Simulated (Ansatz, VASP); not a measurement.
# Two plane-wave programs on GdN

Contents of INCAR:

```
SYSTEM = GdN
PREC = Accurate
ENCUT = 520
EDIFF = 1E-8
ISMEAR = -1
SIGMA = 0.05
LREAL = .False.
LASPH = .True.
NELM = 150
ALGO = Normal
ISIF = 2
LWAVE = .False.
LCHARG = .False.
ISPIN = 2
MAGMOM = 7 0
LORBIT = 11
LMAXMIX = 6
GGA = PE
LEFG = .True.
NBANDS = 22
```

Contents of KPOINTS:

```
Automatic mesh
0
Gamma
  11 11 11
  0 0 0
```

POSCAR

```
GdN
1.0
    0.0000000000      2.5404826939      2.5404826939
    2.5404826939      0.0000000000      2.5404826939
    2.5404826939      2.5404826939      0.0000000000
Gd N
1 1
Direct
    0.0000000000      0.0000000000      0.0000000000
    0.5000000000      0.5000000000      0.5000000000
```

Input for Ansatz:

```yaml
crystal:
  lattice:
    - [0.0, 2.5404826939, 2.5404826939]
    - [2.5404826939, 0.0, 2.5404826939]
    - [2.5404826939, 2.5404826939, 0.0]
  atoms:
    - { symbol: Gd, position: [0.0, 0.0, 0.0], spin: 7.0 }
    - { symbol: "N", position: [0.5, 0.5, 0.5] }
magnetization:
  spin_polarized: true
kpoints:
  mp_grid: { grid: [11, 11, 11] }
scf:
  occupations: { method: fermi_dirac, width: 0.05 }
hamiltonian:
  xc: pbe
  pseudopotentials: { kind: paw }
output:
  forces: true
  stress: true
  eigenvalues: true
  efg: { contact_densities: true }
```

Change from the starting cell: volume scaled by 1.05, PAW files.

Alike in both runs: task electric field gradients; functional PBE; k mesh 11 × 11 × 11; occupations fermi-dirac, width 0.05 eV; collinear spin.

```csv
,VASP,Ansatz
version,VASP 6.6.1,Ansatz 0.2.0
potentials or method,"VASP PAW PBE potentials, release 64 (Gd, N)","PAW with Ansatz's default frozen-core files, scalar-relativistic"
plane-wave cutoff (eV),520,420
valence electrons in the cell,23,23
```

|  | VASP | Ansatz | Ansatz less VASP |
| --- | --- | --- | --- |
| pressure (GPa) | -7.5 | -7.5 | -0.03 |
| net moment per atom (μB) | 3.50 | 3.50 | 0.000 |
| size of the moment on the site where the two differ most (μB) | 6.80 | 6.88 | +0.077 |

Site moments also hang on the region over which each program counts them.

Neither program's run includes spin-orbit coupling.
